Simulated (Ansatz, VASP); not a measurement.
MgO in VASP and in Ansatz

```
Mg O
1.0
     4.16071    0.00000    0.00000
     0.00000   -4.16071    0.00000
     0.00000    0.00000   -4.16071
Mg O
4 4
Cartesian
  -0.2206 -4.3813 -4.1607
  2.0804 -2.0804 -4.1607
  2.0804 -4.1607 -2.0804
  0.0000 -2.0804 -2.0804
  2.0804 0.0000 0.0000
  0.0000 -2.0804 0.0000
  0.0000 0.0000 -2.0804
  2.0804 -2.0804 -2.0804
```

Alike in both runs: task single point; functional LDA; k mesh 6 × 6 × 6; occupations gaussian, width 0.05 eV; no spin polarisation.

|  | VASP | Ansatz |
| --- | --- | --- |
| version | VASP 6.6.1 | Ansatz 0.2.0 |
| potentials or method | VASP PAW LDA potentials, release 64 (Mg, O), cutoff 520 eV | scalar-relativistic, plane waves, PAW |
| valence electrons in the cell | 32 | 64 |

```tsv
	VASP	Ansatz	Ansatz less VASP
gap on the k mesh at the Fermi level (eV)	5.00	5.01	+0.004
least direct gap on the mesh (eV)	5.00	5.01	+0.004
pressure (GPa)	1.4	3.1	+1.70
traceless stress, the component that is largest in VASP (GPa)	-3.11	-2.99	+0.115
rms of the force components (eV/Å)	0.869	0.844	-0.0243
```

Ansatz warns that its potentials were made for another functional, while VASP's fit it. LDA's correlation is that of Perdew and Zunger in VASP and of Perdew and Wang (1992) in Ansatz. Atom by atom the forces differ by 0.025 eV/Å (rms over components). VASP's potentials hold 32 valence electrons a cell and Ansatz's 64, so a difference there can come from the potentials and not from the codes.
